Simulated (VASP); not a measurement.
# GdO (F-43m) in VASP: further runs

Aim: see how the results for GdO move with the level of theory and the settings. Levels: PBEsol-based screened hybrid with 25 % exact exchange, PBE0, PBE. Tasks: single point.

Program: VASP 6.6.1. These are calculated values, not measurements. Logs are shortened: lines on timing, memory, paths and dates and some standing lists are left out, and cuts for length are marked.

### 1 The cell of the first run

Symmetry: F-43m, No. 216, cubic system. Conventional cell: a = 5.317 Å, b = 5.317 Å, c = 5.317 Å, α = 90.00°, β = 90.00°, γ = 90.00°. Within 3.0 Å of Gd (site symmetry -43m) lie 4 O at 2.30 Å. O (site symmetry -43m) has 4 Gd at 2.30 Å within 3.0 Å.

### 2 Single point, PBEsol-based screened hybrid with 25 % exact exchange, collinear spin, ferromagnetic start

Contents of POSCAR:

```
GdO
1.0
    0.0000000000      2.6586882289      2.6586882289
    2.6586882289      0.0000000000      2.6586882289
    2.6586882289      2.6586882289      0.0000000000
Gd O
1 1
Direct
    0.0000000000      0.0000000000      0.0000000000
    0.7500000000      0.7500000000      0.7500000000
```

Contents of INCAR.step1:

```
SYSTEM = GdO
ALGO = Normal
EDIFF = 1E-5
ENCUT = 520
GGA = PE
ISIF = 2
ISMEAR = -1
ISPIN = 2
LASPH = .TRUE.
LMAXMIX = 6
LORBIT = 11
LREAL = .FALSE.
LWAVE = .TRUE.
MAGMOM = 7 0
NBANDS = 23
NELM = 150
PREC = Accurate
SIGMA = 0.05
```

Contents of INCAR.step2:

```
SYSTEM = GdO
AEXX = 0.25
ALGO = Normal
EDIFF = 1E-6
ENCUT = 520
GGA = PS
HFSCREEN = 0.207
ISIF = 2
ISMEAR = -1
ISPIN = 2
ISTART = 1
LASPH = .TRUE.
LCHARG = .TRUE.
LELF = .TRUE.
LHFCALC = .TRUE.
LMAXMIX = 6
LORBIT = 11
LREAL = .FALSE.
LVHAR = .TRUE.
LWAVE = .FALSE.
MAGMOM = 7 0
NBANDS = 23
NELM = 150
PREC = Accurate
PRECFOCK = Normal
SIGMA = 0.05
```

Contents of KPOINTS:

```
k-points
0
G
  5 5 5
  0 0 0
```

Potentials or basis: VASP PAW PBE potentials, release 64 (Gd, O).

Launch:

```console
cat potpaw_PBE.64/Gd/POTCAR potpaw_PBE.64/O/POTCAR > POTCAR
cp INCAR.step1 INCAR
mpirun -np 1 vasp_std > vasp.out
cp INCAR.step2 INCAR
mpirun -np 1 vasp_std > vasp.out
```

OUTCAR:

```text
SYSTEM = GdO
   AEXX = 0.25
   EDIFF = 1E-6
   ENCUT = 520
   GGA = PS
   HFSCREEN = 0.207
   ISIF = 2
   ISMEAR = -1
   ISPIN = 2
   ISTART = 1
   LASPH = .TRUE.
   LHFCALC = .TRUE.
   LORBIT = 11
   LREAL = .FALSE.
   NELM = 150
   PREC = Accurate
   PRECFOCK = Normal

 ion  position               nearest neighbor table
   1  0.000  0.000  0.000-   2 2.30   2 2.30   2 2.30   2 2.30
   2  0.750  0.750  0.750-   1 2.30   1 2.30   1 2.30   1 2.30

  LATTYP: Found a face centered cubic cell.
 ALAT       =     5.3173764578

  Lattice vectors:

 A1 = (   0.0000000000,   2.6586882289,   2.6586882289)
 A2 = (   2.6586882289,   0.0000000000,   2.6586882289)
 A3 = (   2.6586882289,   2.6586882289,   0.0000000000)

Analysis of symmetry for initial positions (statically):
=====================================================================
 Subroutine PRICEL returns:
 Original cell was already a primitive cell.

 Routine SETGRP: Setting up the symmetry group for a
 face centered cubic supercell.

 Subroutine GETGRP returns: Found 24 space group operations
 (whereof 24 operations were pure point group operations)
 out of a pool of 48 trial point group operations.

The static configuration has the point symmetry T_d .

Analysis of symmetry for dynamics (positions and initial velocities):
=====================================================================
 Subroutine PRICEL returns:
 Original cell was already a primitive cell.

 Routine SETGRP: Setting up the symmetry group for a
 face centered cubic supercell.

 Subroutine GETGRP returns: Found 24 space group operations
 (whereof 24 operations were pure point group operations)
 out of a pool of 48 trial point group operations.

The dynamic configuration has the point symmetry T_d .

Analysis of structural, dynamic, and magnetic symmetry:
=====================================================================
 Subroutine PRICEL returns:
 Original cell was already a primitive cell.

 Routine SETGRP: Setting up the symmetry group for a
 face centered cubic supercell.

 Subroutine GETGRP returns: Found 24 space group operations
 (whereof 24 operations were pure point group operations)
 out of a pool of 48 trial point group operations.

The overall configuration has the point symmetry T_d .

 Subroutine INISYM returns: Found 24 space group operations
 (whereof 24 operations are pure point group operations),
 and found     1 'primitive' translations

----------------------------------------------------------------------------------------

                                     Primitive cell

  volume of cell :      37.5865

  direct lattice vectors                    reciprocal lattice vectors
     0.000000000  2.658688229  2.658688229    -0.188062667  0.188062667  0.188062667
     2.658688229  0.000000000  2.658688229     0.188062667 -0.188062667  0.188062667
     2.658688229  2.658688229  0.000000000     0.188062667  0.188062667 -0.188062667

  length of vectors
     3.759952951  3.759952951  3.759952951     0.325734095  0.325734095  0.325734095

  position of ions in fractional coordinates (direct lattice)
     0.000000000  0.000000000  0.000000000
     0.750000000  0.750000000  0.750000000

  ion indices of the primitive-cell ions
   primitive index   ion index
                 1           1
                 2           2

----------------------------------------------------------------------------------------

 KPOINTS: k-points

Automatic generation of k-mesh.
 Grid dimensions read from file:
 generate k-points for:    5    5    5

 Generating k-lattice:

  Cartesian coordinates                     Fractional coordinates (reciprocal lattice)
    -0.037612533  0.037612533  0.037612533     0.200000000  0.000000000  0.000000000
     0.037612533 -0.037612533  0.037612533     0.000000000  0.200000000  0.000000000
     0.037612533  0.037612533 -0.037612533     0.000000000  0.000000000  0.200000000

  Length of vectors
     0.065146819  0.065146819  0.065146819

  Shift w.r.t. Gamma in fractional coordinates (k-lattice)
     0.000000000  0.000000000  0.000000000

 Subroutine IBZKPT returns following result:
 ===========================================

 Found     10 irreducible k-points:

 Following reciprocal coordinates:
            Coordinates               Weight
  0.000000  0.000000  0.000000      1.000000
  0.200000  0.000000  0.000000      8.000000
  0.400000  0.000000  0.000000      8.000000
  0.200000  0.200000  0.000000      6.000000
  0.400000  0.200000  0.000000     24.000000
 -0.400000  0.200000  0.000000     24.000000
 -0.200000  0.200000  0.000000     12.000000
  0.400000  0.400000  0.000000      6.000000
 -0.400000  0.400000  0.000000     12.000000
 -0.400000  0.400000  0.200000     24.000000
   k-points           NKPTS =     10   k-points in BZ     NKDIM =    125   number of bands    NBANDS=     23
   number of dos      NEDOS =    301   number of ions     NIONS =      2
   total plane-waves  NPLWV =  21952
   dimension x,y,z NGX =    28 NGY =   28 NGZ =   28
   dimension x,y,z NGXF=    56 NGYF=   56 NGZF=   56
   ions per type =               1   1
   NGX,Y,Z   is equivalent  to a cutoff of  12.38, 12.38, 12.38 a.u.
   NGXF,Y,Z  is equivalent  to a cutoff of  24.76, 24.76, 24.76 a.u.
 SYSTEM =  GdO
   PREC   = accura    normal or accurate (medium, high low for compatibility)
   ISTART =      1    job   : 0-new  1-cont  2-samecut
   ICHARG =      0    charge: 1-file 2-atom 10-const
   ISPIN  =      2    spin polarized calculation?
   LNONCOLLINEAR =      F non collinear calculations
   LSORBIT =      F    spin-orbit coupling
   LASPH  =      T    aspherical Exc in radial PAW
   ENCUT  =  520.0 eV  38.22 Ry    6.18 a.u.   6.99  6.99  6.99*2*pi/ulx,y,z
   NELM   =    150;   NELMIN=  2; NELMDL=  0     # of ELM steps
   EDIFF  = 0.1E-05   stopping-criterion for ELM
   LREAL  =      F    real-space projection
   EDIFFG = 0.1E-04   stopping-criterion for IOM
   NSW    =      0    number of steps for IOM
   IBRION =     -1    ionic relax: 0-MD 1-quasi-New 2-CG
   NFREE  =      0    steps in history (QN), initial steepest desc. (CG)
   ISIF   =      2    stress and relaxation
   ISYM   =      3    0-nonsym 1-usesym 2-fastsym
   POTIM  = 0.5000    time-step for ionic-motion
   TEBEG  =    0.0;   TEEND  =   0.0 temperature during run
   PSTRESS=    0.0 pullay stress
   NELECT =      24.0000    total number of electrons
   NUPDOWN=      -1.0000    fix difference up-down
   EMIN   =  10.00;   EMAX   =-10.00  energy-range for DOS
   EFERMI =   0.00;   METHOD = LEGACY
   ISMEAR =    -1;   SIGMA  =   0.05  broadening in eV -4-tet -1-fermi 0-gaus
   EFERMI_NEDOS =   21; number of points for ismear=-14 and -15
   IALGO  =     38    algorithm
   IMIX   =      1    mixing-type and parameters
     AMIX     =   0.40;   BMIX     =  1.00
     AMIX_MAG =   1.60;   BMIX_MAG =  1.00
  volume/ion in A,a.u.               =      18.79       126.82
  Fermi-wavevector in a.u.,A,eV,Ry     =   1.409725  2.663995 27.039205  1.987325
  Thomas-Fermi vector in A             =   2.531752
   LORBIT       =     11    0 simple, 1 ext, 2 COOP (PROOUT), +10 PAW based schemes
   GGA     = PS    functional components
   LHFCALC =     T    Hartree Fock is set to
   PRECFOCK=normal    Normal, Fast or Accurate (Low or Medium for compatibility)
   ENCUT4O =  -1.0   cutoff for four orbital integrals eV
   NKREDX  =     1    reduce k-point grid by
   NKREDY  =     1    reduce k-point grid by
   NKREDZ  =     1    reduce k-point grid by
   AEXX    =    0.2500 exact exchange contribution
   HFSCREEN=    0.2070 screening length (either q_TF or 0.3 A-1)
   HFSCREENC=   0.2070 screening length for correlation (either q_TF or 0.3 A-1)
   ENCUTFOCK=  -1.0 apply spherical cutoff to Coloumb kernel
   IVDW    =     0    specifies the selected vdW correction
   LEPSILON=     F    determine dielectric tensor
   LRPA    =     F    only Hartree local field effects (RPA)
 spin polarized calculation
  energy-cutoff  :      520.00
  volume of cell :       37.59
 maximum number of plane-waves:      1031
  NGX = 24; NGY = 24; NGZ = 24

 number of electron      24.0000006 magnetization       7.9835708

 Free energy of the ion-electron system (eV)
  ---------------------------------------------------
  ext. energy  EPLUGINS =         0.00000000
  ---------------------------------------------------
  free energy    TOTEN  =       -36.69273587 eV

  energy without entropy =      -36.69135698  energy(sigma->0) =      -36.69204643

 E-fermi :   4.1451     XC(G=0):  -8.6529

 val. band max:        4.0418473507   @ k =   0.4000   0.0000   0.0000
 cond. band min:       4.7224324332   @ k =   0.2000   0.0000   0.0000
 fundamental gap:      0.6805850825
 Fermi energy:         4.1450975840

 spin component 1

 k-point     1 :       0.0000    0.0000    0.0000
  band No.  band energies     occupation
      1     -44.6970      1.00000
      2     -20.6315      1.00000
      3     -20.6315      1.00000
      4     -20.6315      1.00000
      5     -17.8413      1.00000
      6      -4.3220      1.00000
[... 233 lines left out ...]
      6      -4.4214      1.00000
[... 15 lines left out ...]
     22      13.8894      0.00000
     23      15.3098      0.00000
 Fermi energy:         4.1450975840

 spin component 2

 k-point     1 :       0.0000    0.0000    0.0000
  band No.  band energies     occupation
      1     -41.1967      1.00000
      2     -17.9566      1.00000
      3     -17.9566      1.00000
      4     -17.9566      1.00000
      5     -17.6747      1.00000
      6      -2.5760      1.00000
[... 249 lines left out ...]
     22      15.4091      0.00000
     23      16.9189      0.00000

------------------------ aborting loop because EDIFF is reached ----------------------------------------

  FORCE on cell =-STRESS in cart. coord.  units (eV):
  Direction    XX          YY          ZZ          XY          YZ          ZX
  --------------------------------------------------------------------------------------
  -------------------------------------------------------------------------------------
  Total        0.0425097      0.0425097      0.0425097      0.0000000      0.0000000      0.0000000
  in kB        1.8120354      1.8120354      1.8120354      0.0000000      0.0000000      0.0000000
  external PRESSURE =       1.8120354 kB  Pullay stress =       0.0000000 kB

 VOLUME and BASIS-vectors are now :
 -----------------------------------------------------------------------------
  energy-cutoff  :      520.00
  volume of cell :       37.59
      direct lattice vectors                 reciprocal lattice vectors
     0.000000000  2.658688229  2.658688229    -0.188062667  0.188062667  0.188062667
     2.658688229  0.000000000  2.658688229     0.188062667 -0.188062667  0.188062667
     2.658688229  2.658688229  0.000000000     0.188062667  0.188062667 -0.188062667

 POSITION                                       TOTAL-FORCE (eV/Angst)
 -----------------------------------------------------------------------------------
      0.00000      0.00000      0.00000         0.000000      0.000000      0.000000
      3.98803      3.98803      3.98803        -0.000000     -0.000000     -0.000000
 -----------------------------------------------------------------------------------
    total drift:                               -0.000001      0.000004     -0.000002

  FREE ENERGIE OF THE ION-ELECTRON SYSTEM (eV)
  ---------------------------------------------------
  free  energy   TOTEN  =       -36.6927358709 eV

  energy  without entropy=      -36.6913569804  energy(sigma->0) =      -36.69204643

 total charge

# of ion       s       p       d       f       tot
--------------------------------------------------
    1        2.032   5.659   0.496   6.980  15.167
    2        1.568   3.479   0.000   0.000   5.047
--------------------------------------------------
tot          3.600   9.138   0.496   6.980  20.214

 magnetization (x)

# of ion       s       p       d       f       tot
--------------------------------------------------
    1        0.008  -0.031   0.198   6.910   7.085
    2        0.007   0.010   0.000   0.000   0.017
--------------------------------------------------
tot          0.015  -0.021   0.198   6.910   7.102
```

It took 75 min on 1 thread of Intel Xeon Platinum 8259CL at 2.50GHz (Skylake/Cascade Lake), shared host; peak memory 0.32 GiB.

Results:

```
Free energy                                           : -36.6927 eV
Pressure                                              : 0.2 GPa
Band gap on the k mesh                                : zero (filled and empty bands overlap)
Net moment                                            : 7.98 μB per cell
Site moments                                          : Gd +7.08; O +0.02 μB
Valence electrons inside the program's atomic spheres : Gd 15.17; O 5.05
```

Levels at points of the mesh, in eV from the Fermi level:
Spin up:
```tsv
k point	band 13	band 14	band 15	band 16	band 17	band 18	band 19	band 20
(0.00, 0.00, 0.00)	-6.77	-6.77	-6.77	-2.83	3.25	3.25	5.31	5.31
```
Spin down:
```
           k point  band 4  band 5  band 6  band 7  band 8  band 9  band 10  band 11  band 12  band 13
(0.00, 0.00, 0.00)  -22.10  -21.82   -6.72   -6.72   -6.72   -0.61     3.59     3.59     3.59     4.00
```

Caveat: the k points lie up to 0.41 Å⁻¹ apart, too coarse for converged energies and pressures of a metal; the PAW data sets were made with another functional, which shifts forces and pressure a little; spin-orbit coupling is left out, which moves the levels of the heavy elements; a cell with one magnetic atom can't hold antiferromagnetic order, which such compounds often take. The state reached can hang on the start; a lower one may exist.

### 3 Single point, PBE0, collinear spin, ferromagnetic start

This run uses another cell than the first one, of 20.08 Å³/atom.

Contents of POSCAR:

```
GdO
1.0
    0.0000000000      2.7178813158      2.7178813158
    2.7178813158      0.0000000000      2.7178813158
    2.7178813158      2.7178813158      0.0000000000
Gd O
1 1
Direct
    0.0000000000      0.0000000000      0.0000000000
    0.7500000000      0.7500000000      0.7500000000
```

Contents of INCAR.step1:

```
SYSTEM = GdO
ALGO     = Normal         ! electronic algorithm
EDIFF    = 1E-5           ! SCF threshold, eV
ENCUT    = 520            ! plane-wave cutoff, eV
GGA      = PE             ! functional
ISIF     = 2              ! what is computed and relaxed
ISMEAR   = -1             ! smearing method
ISPIN    = 2              ! spin polarisation
LASPH    = .True.         ! aspherical terms in the spheres
LCHARG   = .False.        ! write CHGCAR
LMAXMIX  = 6              ! l up to which the mixer works
LORBIT   = 11             ! projections on sites
LREAL    = .False.        ! projectors in reciprocal space
LWAVE    = .True.         ! write WAVECAR
MAGMOM   = 7 0            ! initial moments
NBANDS   = 23             ! bands
NELM     = 150            ! most SCF steps
PREC     = Accurate       ! precision mode
SIGMA    = 0.05           ! smearing width, eV
```

Contents of INCAR.step2:

```
SYSTEM = GdO
AEXX     = 0.25           ! exact-exchange fraction
ALGO     = Normal         ! electronic algorithm
EDIFF    = 1E-6           ! SCF threshold, eV
ENCUT    = 520            ! plane-wave cutoff, eV
GGA      = PE             ! functional
ISIF     = 2              ! what is computed and relaxed
ISMEAR   = -1             ! smearing method
ISPIN    = 2              ! spin polarisation
ISTART   = 1            
LASPH    = .True.         ! aspherical terms in the spheres
LCHARG   = .False.        ! write CHGCAR
LHFCALC  = .True.         ! exact exchange
LMAXMIX  = 6              ! l up to which the mixer works
LORBIT   = 11             ! projections on sites
LREAL    = .False.        ! projectors in reciprocal space
LWAVE    = .False.        ! write WAVECAR
MAGMOM   = 7 0            ! initial moments
NBANDS   = 23             ! bands
NELM     = 150            ! most SCF steps
PREC     = Accurate       ! precision mode
PRECFOCK = Normal       
SIGMA    = 0.05           ! smearing width, eV
```

Contents of KPOINTS:

```
k-points
0
Gamma
  4 4 4
  0 0 0
```

Potentials or basis: VASP PAW PBE potentials, release 64 (Gd, O).

Launch:

```console
cat potpaw_PBE.64/Gd/POTCAR potpaw_PBE.64/O/POTCAR > POTCAR
cp INCAR.step1 INCAR
mpirun -np 1 vasp_std > vasp.out
cp INCAR.step2 INCAR
mpirun -np 1 vasp_std > vasp.out
```

Run time: 15 min. Hardware: 1 thread of Intel Xeon 6975P-C (Granite Rapids), shared host; peak memory 0.21 GiB.

It converged, with:

- Free energy: -38.4604 eV
- Pressure: -4.1 GPa
- Band gap on the k mesh: zero (filled and empty bands overlap)
- Net moment: 7.97 μB per cell
- Site moments: Gd +7.06; O +0.03 μB
- Valence electrons inside the program's atomic spheres: Gd 15.12; O 5.03

Levels at points of the mesh, in eV from the Fermi level:
Spin up:
```
           k point  band 14  band 15  band 16  band 17  band 18  band 19
(0.00, 0.00, 0.00)    -6.58    -6.58    -2.97     3.90     3.90     5.70
(0.50, 0.00, 0.00)    -6.16    -6.16    -0.05     3.70     3.70     3.97
(0.50, 0.50, 0.00)    -5.45    -5.45    -1.48     2.18     5.53     5.74
```
Spin down:
| k point | band 5 | band 6 | band 7 | band 8 | band 9 | band 10 | band 11 | band 12 |
| --- | --- | --- | --- | --- | --- | --- | --- | --- |
| (0.00, 0.00, 0.00) | -21.69 | -6.44 | -6.44 | -6.44 | -0.73 | 4.13 | 4.13 | 4.13 |
| (0.50, 0.00, 0.00) | -20.20 | -6.04 | -6.03 | -6.03 | 2.66 | 3.67 | 4.00 | 4.00 |
| (0.50, 0.50, 0.00) | -19.82 | -7.00 | -5.32 | -5.32 | 2.18 | 2.70 | 4.20 | 4.28 |

Caveat: the k points lie up to 0.50 Å⁻¹ apart, too coarse for converged energies and pressures of a metal; the PAW data sets were made with another functional, which shifts forces and pressure a little; spin-orbit coupling is left out, which moves the levels of the heavy elements; a cell with one magnetic atom can't hold antiferromagnetic order, which such compounds often take. The state reached can hang on the start; a lower one may exist.

(Continued in part 2 of 2.)

The gap in the log of VASP goes by the Fermi energy; the results here count the filled bands.